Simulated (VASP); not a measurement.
A run of VASP 6.6.1:

INCAR

```
PREC     = Accurate       # precision mode
ENCUT    = 520            # plane-wave cutoff, eV
EDIFF    = 1E-6           # SCF threshold, eV
ISMEAR   = -1             # smearing method
SIGMA    = 0.08           # smearing width, eV
LREAL    = F              # projectors in reciprocal space
LASPH    = T              # aspherical terms in the spheres
NELM     = 60             # most SCF steps
ALGO     = Normal         # electronic algorithm
ISIF     = 2              # what is computed and relaxed
LWAVE    = F              # write WAVECAR
LCHARG   = F              # write CHGCAR
GGA      = PE             # functional
NBANDS   = 12             # bands
```

File KPOINTS:

```
Automatic mesh
0
Gamma
  18 18 18
```

Contents of POSCAR:

```
Ti
1.0
    0.0000000000      1.5762846064      1.5762846064
    1.5762846064      0.0000000000      1.5762846064
    1.5762846064      1.5762846064      0.0000000000
Ti
1
Direct
    0.0000000000      0.0000000000      0.0000000000
```

Potentials or basis: VASP PAW PBE potentials, release 64 (Ti_sv).

The run is started by

```sh
$ cat potpaw_PBE.64/Ti_sv/POTCAR > POTCAR
$ mpirun -np 1 vasp_std > vasp.out
```

Hardware: 1 thread of Intel Xeon 8259CL, on a shared host.

Problem. Estimate the wall time of this run.

Solution. Run time: 22 s on 1 thread of Intel Xeon 8259CL, on a shared host, peak memory 0.13 GiB. Counts: scf iterations 13, k points 195.
